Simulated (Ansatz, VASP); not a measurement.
## Two plane-wave programs on Cl

```
CELL_PARAMETERS angstrom
3.12524 -1.89765 0.00000
3.12524 1.89765 0.00000
0.00000 0.00000 8.14656
ATOMIC_POSITIONS crystal
Cl 0.87397 0.12603 0.60911
Cl 0.12603 0.87397 0.39089
Cl 0.62603 0.37397 0.10911
Cl 0.37397 0.62603 0.89089
```

Change from the starting cell: uniaxial_y strain -5.5%.

Alike in both runs: task single point; functional r2SCAN; k mesh 8 × 8 × 4; no spin polarisation.

|  | VASP | Ansatz |
| --- | --- | --- |
| version | VASP 6.6.1 | Ansatz 0.2.0 |
| potentials or method | VASP PAW PBE potentials, release 64 (Cl) | plane waves, PAW |
| plane-wave cutoff (eV) | 520 | 500 |
| occupations | gaussian, width 0.01 eV | fixed |
| valence electrons in the cell | 28 | 28 |

```tsv
	VASP	Ansatz	Ansatz less VASP
gap on the k mesh at the Fermi level (eV)	2.35	2.32	-0.030
pressure (GPa)	1.3	1.8	+0.50
traceless stress, the component that is largest in VASP (GPa)	-0.54	-0.01	+0.527
rms of the force components (eV/Å)	0.133	0.027	-0.1066
```

VASP's potentials were made for PBE, not for r2SCAN. Atom by atom the forces differ by 0.107 eV/Å (rms over components).
